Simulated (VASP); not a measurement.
Nb, 1 atom in the cell. Symmetry: Im-3m, No. 229, cubic system. Conventional cell: a = 3.276 Å, b = 3.276 Å, c = 3.276 Å, α = 90.00°, β = 90.00°, γ = 90.00°. Nb (site symmetry m-3m) has 14 Nb at 2.84 to 3.28 Å within 3.7 Å. 

```yaml
Program: VASP 6.6.1
Task: single point
Functional: PBEsol
Potentials_or_basis: VASP PAW PBE potentials, release 64 (Nb_sv)
Cutoff: 520 eV
k_mesh: 8 × 8 × 8
Occupations: gaussian, width 0.1 eV
Spin: no spin polarisation
Dipole_correction: no
Further_INCAR_settings: ALGO = Normal; EDIFF = 1e-06; NBANDS = 12
```

Potentials or basis: VASP PAW PBE potentials, release 64 (Nb_sv).

Run with:

```sh
$ cat potpaw_PBE.64/Nb_sv/POTCAR > POTCAR
$ mpirun -np 1 vasp_std > vasp.out
```

Hardware: 1 thread of AMD EPYC 7R13 Processor (Zen 3) (shared host).

Question: Estimate the wall time of this run.

Answer: It took 7.8 s on 1 thread of AMD EPYC 7R13 Processor (Zen 3) (shared host), peak memory 0.11 GiB. Counts: scf iterations 12, k points 29.
